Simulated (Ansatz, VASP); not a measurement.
## One calculation of CuI, two programs

```
Cu I
1.0
     0.00000    2.86209    2.86209
     2.86209    0.00000    2.86209
     2.86209    2.86209    0.00000
Cu I
1 1
Direct
  0.05241 0.05241 0.94759
  0.50000 0.50000 0.50000
```

Change from the starting cell: all Cu atoms moved -0.300 Å, as atom 1 towards its neighbour atom 2 (I) at 2.862 Å.

Alike in both runs: task single point; functional PBEsol; k mesh 14 × 14 × 14; occupations gaussian, width 0.15 eV; no spin polarisation.

|  | VASP | Ansatz |
| --- | --- | --- |
| version | VASP 6.6.1 | Ansatz 0.2.0 |
| potentials or method | VASP PAW PBE potentials, release 64 (Cu, I), cutoff 520 eV | scalar-relativistic, plane waves, PAW |
| valence electrons in the cell | 18 | 36 |

```csv
,VASP,Ansatz,Ansatz less VASP
gap on the k mesh at the Fermi level (eV),none,none,-
pressure (GPa),-1.9,-2.1,-0.18
"traceless stress, the component that is largest in VASP (GPa)",2.79,2.79,-0.003
rms of the force components (eV/Å),0.115,0.113,-0.0025
```

VASP's potentials were made for PBE, not for PBEsol. Atom by atom the forces differ by 0.003 eV/Å (rms over components). A gap of «none» marks a metal or a gap that the smearing closes. VASP's potentials hold 18 valence electrons a cell and Ansatz's 36, so a difference there can come from the potentials and not from the codes.

Neither program's run includes spin-orbit coupling.
